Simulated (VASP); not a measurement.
Wanted: the native input for a VASP 6.6.1 run.

- Task: electric field gradients
- Functional: r2SCAN
- Potentials or basis: VASP PAW PBE potentials, release 64 (Ti_sv, O)
- Cutoff: 520 eV
- k mesh: 5 × 4 × 4
- Occupations: fermi-dirac, width 0.02 eV
- Spin: no spin polarisation
- Dipole correction: no
- Further INCAR settings: ALGO = Normal; EDIFF = 1e-08; NBANDS = 60

The system is TiO2.

```
CELL_PARAMETERS angstrom
4.53180 0.00000 0.00000
0.00000 5.50190 0.00000
0.00000 0.00000 4.90630
ATOMIC_POSITIONS crystal
Ti 0.00000 0.17584 0.25000
Ti 0.50000 0.32416 0.75000
Ti 0.00000 0.82416 0.75000
Ti 0.50000 0.67584 0.25000
O 0.27015 0.38239 0.41951
O 0.22985 0.11761 0.91951
O 0.77015 0.11761 0.58049
O 0.72985 0.38239 0.08049
O 0.72985 0.61761 0.58049
O 0.77015 0.88239 0.08049
O 0.22985 0.88239 0.41951
O 0.27015 0.61761 0.91951
```

The input as run:

POSCAR

```
TiO2
1.0
    4.5318000000      0.0000000000      0.0000000000
    0.0000000000      5.5019000000      0.0000000000
    0.0000000000      0.0000000000      4.9063000000
Ti O
4 8
Direct
    0.0000000000      0.1758413173      0.2500000000
    0.5000000000      0.3241586827      0.7500000000
    0.0000000000      0.8241586827      0.7500000000
    0.5000000000      0.6758413173      0.2500000000
    0.2701523181      0.3823928269      0.4195101840
    0.2298476819      0.1176071731      0.9195101840
    0.7701523181      0.1176071731      0.5804898160
    0.7298476819      0.3823928269      0.0804898160
    0.7298476819      0.6176071731      0.5804898160
    0.7701523181      0.8823928269      0.0804898160
    0.2298476819      0.8823928269      0.4195101840
    0.2701523181      0.6176071731      0.9195101840
```

INCAR.step1

```
SYSTEM = TiO2
ALGO = Normal
EDIFF = 1E-4
ENCUT = 520
GGA = PE
ISMEAR = -1
LASPH = .True.
LCHARG = .False.
LREAL = .False.
LWAVE = .True.
NBANDS = 60
NELM = 100
PREC = Accurate
SIGMA = 0.02
```

INCAR.step2

```
SYSTEM = TiO2
ALGO = Normal
EDIFF = 1E-8
ENCUT = 520
ISIF = 2
ISMEAR = -1
ISTART = 1
LASPH = .True.
LCHARG = .False.
LEFG = .True.
LMIXTAU = .True.
LREAL = .False.
LWAVE = .False.
METAGGA = R2SCAN
NBANDS = 60
NELM = 100
PREC = Accurate
SIGMA = 0.02
```

KPOINTS

```
k-points
0
Gamma
  5 4 4
  0 0 0
```

Potentials or basis: VASP PAW PBE potentials, release 64 (Ti_sv, O).

Command:

```console
$ cat potpaw_PBE.64/Ti_sv/POTCAR potpaw_PBE.64/O/POTCAR > POTCAR
$ cp INCAR.step1 INCAR
$ mpirun -np 1 vasp_std > vasp.out
$ cp INCAR.step2 INCAR
$ mpirun -np 1 vasp_std > vasp.out
```

It gave:

* Pressure: 1.8 GPa
* Largest force: 0.139 eV/Å
* Band gap on the k mesh: 3.06 eV (least direct gap 3.10 eV)
* Largest electric field gradient by atom: Ti +26.9; O -28.5 V/Å²

Caveat: without QUAD_EFG the Cq values of the log hold for a quadrupole moment of 1 mb, not for the nuclei; the PAW data sets were made with another functional, which shifts forces and pressure a little.

It took 14 min on 1 thread of AMD EPYC 7R13 Processor (Zen 3), on a shared host, peak memory 0.29 GiB.
